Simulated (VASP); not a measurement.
# Sn (P6/mmm) in VASP: further runs

Sn is run at these levels: PBEsol; tasks: single point, relaxation of cell and atoms.

Everything below comes from runs of VASP 6.6.1. Logs are shortened: lines on timing, memory, paths and dates and some standing lists are left out, and cuts for length are marked.

**1. The cell of the first run**

It takes space group P6/mmm (No. 191, hexagonal). Conventional cell: a = 3.210 Å, b = 3.210 Å, c = 3.011 Å, α = 90.00°, β = 90.00°, γ = 120.00°. Sn (site symmetry 6/mmm) has 8 Sn at 3.01 to 3.21 Å within 4.0 Å.

This isn't the form of Sn at room conditions, which is tetragonal (white tin).

**2. Single point, PBEsol**

Contents of INCAR:

```
ALGO     = Fast           # electronic algorithm
EDIFF    = 1E-6           # SCF threshold, eV
ENCUT    = 520            # plane-wave cutoff, eV
GGA      = PS             # functional
ISIF     = 2              # what is computed and relaxed
ISMEAR   = 0              # smearing method
LASPH    = T              # aspherical terms in the spheres
LCHARG   = F              # write CHGCAR
LREAL    = F              # projectors in reciprocal space
LWAVE    = F              # write WAVECAR
NBANDS   = 13             # bands
NELM     = 60             # most SCF steps
PREC     = Accurate       # precision mode
SIGMA    = 0.1            # smearing width, eV
```

Contents of KPOINTS:

```
k-points
0
Gamma
  21 21 18
```

Contents of POSCAR:

```
Sn
1.0
    3.2101237854      0.0000000000      0.0000000000
   -1.6050618927      2.7800487474      0.0000000000
    0.0000000000      0.0000000000      3.0105022406
Sn
1
Direct
    0.0000000000      0.0000000000      0.0000000000
```

Potentials or basis: VASP PAW PBE potentials, release 64 (Sn_d).

Command:

```bash
$ cat potpaw_PBE.64/Sn_d/POTCAR > POTCAR
$ mpirun -np 1 vasp_std > vasp.out
```

OUTCAR:

```text
EDIFF = 1E-6
   ENCUT = 520
   GGA = PS
   ISIF = 2
   ISMEAR = 0
   LASPH = T
   LREAL = F
   NELM = 60
   PREC = Accurate

 ion  position               nearest neighbor table
   1  0.000  0.000  0.000-

  LATTYP: Found a hexagonal cell.
 ALAT       =     3.2101237854
 C/A-ratio  =     0.9378150009

  Lattice vectors:

 A1 = (   3.2101237854,   0.0000000000,   0.0000000000)
 A2 = (  -1.6050618927,   2.7800487474,   0.0000000000)
 A3 = (   0.0000000000,   0.0000000000,   3.0105022406)

Analysis of symmetry for initial positions (statically):
=====================================================================
 Subroutine PRICEL returns:
 Original cell was already a primitive cell.

 Routine SETGRP: Setting up the symmetry group for a
 hexagonal supercell.

 Subroutine GETGRP returns: Found 24 space group operations
 (whereof 24 operations were pure point group operations)
 out of a pool of 24 trial point group operations.

The static configuration has the point symmetry D_6h.

Analysis of symmetry for dynamics (positions and initial velocities):
=====================================================================
 Subroutine PRICEL returns:
 Original cell was already a primitive cell.

 Routine SETGRP: Setting up the symmetry group for a
 hexagonal supercell.

 Subroutine GETGRP returns: Found 24 space group operations
 (whereof 24 operations were pure point group operations)
 out of a pool of 24 trial point group operations.

The dynamic configuration has the point symmetry D_6h.

 Subroutine INISYM returns: Found 24 space group operations
 (whereof 24 operations are pure point group operations),
 and found     1 'primitive' translations

----------------------------------------------------------------------------------------

                                     Primitive cell

  volume of cell :      26.8666

  direct lattice vectors                    reciprocal lattice vectors
     3.210123785  0.000000000  0.000000000     0.311514467  0.179852961  0.000000000
    -1.605061893  2.780048747  0.000000000     0.000000000  0.359705923  0.000000000
     0.000000000  0.000000000  3.010502241     0.000000000  0.000000000  0.332170489

  length of vectors
     3.210123785  3.210123785  3.010502241     0.359705923  0.359705923  0.332170489

  position of ions in fractional coordinates (direct lattice)
     0.000000000  0.000000000  0.000000000

  ion indices of the primitive-cell ions
   primitive index   ion index
                 1           1

----------------------------------------------------------------------------------------

 KPOINTS: k-points

Automatic generation of k-mesh.
 Grid dimensions read from file:
 generate k-points for:   21   21   18

 Generating k-lattice:

  Cartesian coordinates                     Fractional coordinates (reciprocal lattice)
     0.014834022  0.008564427  0.000000000     0.047619048  0.000000000  0.000000000
     0.000000000  0.017128853  0.000000000     0.000000000  0.047619048  0.000000000
     0.000000000  0.000000000  0.018453916     0.000000000  0.000000000  0.055555556

  Length of vectors
     0.017128853  0.017128853  0.018453916

  Shift w.r.t. Gamma in fractional coordinates (k-lattice)
     0.000000000  0.000000000  0.000000000

 Subroutine IBZKPT returns following result:
 ===========================================

 Found    480 irreducible k-points:

 Following reciprocal coordinates:
            Coordinates               Weight
  0.000000  0.000000  0.000000      1.000000
  0.047619  0.000000  0.000000      6.000000
  0.095238  0.000000  0.000000      6.000000
  0.142857  0.000000  0.000000      6.000000
  0.190476  0.000000  0.000000      6.000000
  0.238095  0.000000  0.000000      6.000000
[... 16 lines left out ...]
  0.142857  0.095238  0.000000     12.000000
  0.190476  0.095238  0.000000     12.000000
 [... further k-points ...]
   k-points           NKPTS =    480   k-points in BZ     NKDIM =    480   number of bands    NBANDS=     13
   number of dos      NEDOS =    301   number of ions     NIONS =      1
   total plane-waves  NPLWV =  13824
   dimension x,y,z NGX =    24 NGY =   24 NGZ =   24
   dimension x,y,z NGXF=    48 NGYF=   48 NGZF=   48
   ions per type =               1
   NGX,Y,Z   is equivalent  to a cutoff of  12.43, 12.43, 13.25 a.u.
   NGXF,Y,Z  is equivalent  to a cutoff of  24.86, 24.86, 26.51 a.u.
 SYSTEM =  unknown system
   PREC   = accura    normal or accurate (medium, high low for compatibility)
   ISTART =      0    job   : 0-new  1-cont  2-samecut
   ICHARG =      2    charge: 1-file 2-atom 10-const
   ISPIN  =      1    spin polarized calculation?
   LNONCOLLINEAR =      F non collinear calculations
   LSORBIT =      F    spin-orbit coupling
   LASPH  =      T    aspherical Exc in radial PAW
   ENCUT  =  520.0 eV  38.22 Ry    6.18 a.u.   5.97  5.97  5.60*2*pi/ulx,y,z
   NELM   =     60;   NELMIN=  2; NELMDL= -5     # of ELM steps
   EDIFF  = 0.1E-05   stopping-criterion for ELM
   LREAL  =      F    real-space projection
   EDIFFG = 0.1E-04   stopping-criterion for IOM
   NSW    =      0    number of steps for IOM
   IBRION =     -1    ionic relax: 0-MD 1-quasi-New 2-CG
   NFREE  =      0    steps in history (QN), initial steepest desc. (CG)
   ISIF   =      2    stress and relaxation
   ISYM   =      2    0-nonsym 1-usesym 2-fastsym
   POTIM  = 0.5000    time-step for ionic-motion
   TEBEG  =    0.0;   TEEND  =   0.0 temperature during run
   PSTRESS=    0.0 pullay stress
   NELECT =      14.0000    total number of electrons
   NUPDOWN=      -1.0000    fix difference up-down
   EMIN   =  10.00;   EMAX   =-10.00  energy-range for DOS
   EFERMI =   0.00;   METHOD = LEGACY
   ISMEAR =     0;   SIGMA  =   0.10  broadening in eV -4-tet -1-fermi 0-gaus
   EFERMI_NEDOS =   21; number of points for ismear=-14 and -15
   IALGO  =     68    algorithm
   IMIX   =      4    mixing-type and parameters
     AMIX     =   0.40;   BMIX     =  1.00
     AMIX_MAG =   1.60;   BMIX_MAG =  1.00
  volume/ion in A,a.u.               =      26.87       181.30
  Fermi-wavevector in a.u.,A,eV,Ry     =   1.317386  2.489499 23.613000  1.735507
  Thomas-Fermi vector in A             =   2.447431
   LORBIT       =      0    0 simple, 1 ext, 2 COOP (PROOUT), +10 PAW based schemes
   GGA     = PS    functional components
   LHFCALC =     F    Hartree Fock is set to
   AEXX    =    0.0000 exact exchange contribution
   IVDW    =     0    specifies the selected vdW correction
   LEPSILON=     F    determine dielectric tensor
   LRPA    =     F    only Hartree local field effects (RPA)
 non-spin polarized calculation
 RMM-DIIS sequential band-by-band and
 Gauss-broadening in eV      SIGMA  =   0.10
  energy-cutoff  :      520.00
  volume of cell :       26.87
 maximum number of plane-waves:       738
 NGX is ok and might be reduce to    24
   NGX = 11   NGY = 11   NGZ = 11

 number of electron      13.9999993 magnetization

 Free energy of the ion-electron system (eV)
  ---------------------------------------------------
  ext. energy  EPLUGINS =         0.00000000
  ---------------------------------------------------
  free energy    TOTEN  =        -4.25959126 eV

  energy without entropy =       -4.25695519  energy(sigma->0) =       -4.25827322

 E-fermi :   7.9588     XC(G=0): -10.5033

 val. band max:        7.9544395089   @ k =   0.3333   0.2381   0.2778
 cond. band min:       7.9996007101   @ k =   0.2381   0.1429   0.2778
 fundamental gap:      0.0451612012
 Fermi energy:         7.9587605404

 k-point     1 :       0.0000    0.0000    0.0000
  band No.  band energies     occupation
      1     -13.6391      2.00000
      2     -13.4489      2.00000
      3     -13.4489      2.00000
      4     -13.2241      2.00000
      5     -13.2241      2.00000
      6      -3.2800      2.00000
      7      13.4198      0.00000
      8      15.0763      0.00000
      9      15.0763      0.00000
     10      16.8981      0.00000
     11      18.9138      0.00000
     12      19.9601      0.00000
     13      19.9602      0.00000

 k-point     2 :       0.0476    0.0000    0.0000
  band No.  band energies     occupation
      1     -13.6365      2.00000
      2     -13.4498      2.00000
      3     -13.4441      2.00000
      4     -13.2260      2.00000
      5     -13.2245      2.00000
      6      -3.2343      2.00000
      7      13.4699      0.00000
      8      14.5411      0.00000
      9      14.9068      0.00000
     10      16.9890      0.00000
     11      18.3256      0.00000
     12      20.1976      0.00000
     13      20.5200      0.00000

 k-point     3 :       0.0952    0.0000    0.0000
  band No.  band energies     occupation
      1     -13.6294      2.00000
      2     -13.4520      2.00000
      3     -13.4300      2.00000
      4     -13.2319      2.00000
      5     -13.2259      2.00000
      6      -3.0970      2.00000
      7      13.3462      0.00000
      8      13.6194      0.00000
      9      14.4792      0.00000
     10      17.0806      0.00000
     11      17.7024      0.00000
     12      20.8287      0.00000
     13      21.1882      0.00000
[... 305 lines left out ...]
 k-point    23 :       0.1429    0.0952    0.0000
  band No.  band energies     occupation
      1     -13.6007      2.00000
      2     -13.4588      2.00000
      3     -13.3697      2.00000
      4     -13.2564      2.00000
      5     -13.2332      2.00000
      6      -2.4097      2.00000
      7      10.3274      0.00000
      8      12.1198      0.00000
      9      14.3461      0.00000
     10      17.5819      0.00000
     11      17.9905      0.00000
     12      20.8638      0.00000
     13      25.5390      0.00000

 k-point    24 :       0.1905    0.0952    0.0000
  band No.  band energies     occupation
      1     -13.5893      2.00000
      2     -13.4584      2.00000
      3     -13.3410      2.00000
      4     -13.2683      2.00000
      5     -13.2369      2.00000
      6      -1.9981      2.00000
      7       9.0076      0.00000
      8      11.4650      0.00000
      9      14.7637      0.00000
     10      17.5077      0.00000
     11      18.1546      0.00000
     12      21.7550      0.00000
     13      26.6154      0.00000

 [... further k-points ...]
[... 5 lines left out ...]
  --------------------------------------------------------------------------------------
  -------------------------------------------------------------------------------------
  Total       -0.0065739     -0.0065739     -0.0070543      0.0000000      0.0000000      0.0000000
  in kB       -0.3920322     -0.3920322     -0.4206825      0.0000000      0.0000000      0.0000000
  external PRESSURE =      -0.4015823 kB  Pullay stress =       0.0000000 kB

 VOLUME and BASIS-vectors are now :
 -----------------------------------------------------------------------------
  energy-cutoff  :      520.00
  volume of cell :       26.87
      direct lattice vectors                 reciprocal lattice vectors
     3.210123785  0.000000000  0.000000000     0.311514467  0.179852961  0.000000000
    -1.605061893  2.780048747  0.000000000     0.000000000  0.359705923  0.000000000
     0.000000000  0.000000000  3.010502241     0.000000000  0.000000000  0.332170489

 POSITION                                       TOTAL-FORCE (eV/Angst)
 -----------------------------------------------------------------------------------
      0.00000      0.00000      0.00000         0.000000      0.000000      0.000000
 -----------------------------------------------------------------------------------
    total drift:                                0.000000      0.000000     -0.000000

  FREE ENERGIE OF THE ION-ELECTRON SYSTEM (eV)
  ---------------------------------------------------
  free  energy   TOTEN  =        -4.2595912557 eV

  energy  without entropy=       -4.2569551873  energy(sigma->0) =       -4.25827322
```

Wall time 59 s (1 thread of AMD EPYC 9R45 (Zen 5), shared host); peak memory 0.23 GiB.

What came out:

- Free energy: -4.2596 eV
- Pressure: 0.0 GPa
- Band gap on the k mesh: zero (bands 7 and 8 overlap by 8.48 eV)

Caveat: the PAW data sets were made with another functional, which shifts forces and pressure a little; spin-orbit coupling is left out, which moves the levels of the heavy elements.

(Continued in part 2 of 2.)
